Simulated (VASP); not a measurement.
A run of VASP 6.6.1 is set up as follows.

Contents of INCAR:

```
ALGO = Normal
EDIFF = 1E-6
ENCUT = 520
ISIF = 2
ISMEAR = 1
LASPH = T
LCHARG = F
LREAL = F
LWAVE = F
NBANDS = 32
NELM = 80
PREC = Accurate
SIGMA = 0.15
```

The input KPOINTS:

```
k-points
0
Gamma
  7 7 7
```

File POSCAR:

```
CaP2Ru2
1.0
   -2.0232980000      2.0232980000      4.9636710000
    2.0232980000     -2.0232980000      4.9636710000
    2.0232980000      2.0232980000     -4.9636710000
Ca P Ru
1 2 2
Direct
    0.0000000000      0.0000000000      0.0000000000
    0.6357110000      0.6357110000      0.0000000000
    0.3642890000      0.3642890000      0.0000000000
    0.7500000000      0.2500000000      0.5000000000
    0.2500000000      0.7500000000      0.5000000000
```

Potentials or basis: VASP PAW LDA potentials, release 64 (Ca_sv, P, Ru_pv).

The run is started by

```console
$ cat potpaw_LDA.64/Ca_sv/POTCAR potpaw_LDA.64/P/POTCAR potpaw_LDA.64/Ru_pv/POTCAR > POTCAR
$ mpirun -np 1 vasp_std > vasp.out
```

(1) Estimate the band gap on the k mesh.

(2) Predict the largest force.

Answers

(1) zero (band 24 reaches 9.88 eV, above the bottom of band 25 at 7.97 eV).

(2) 0.009 eV/Å.
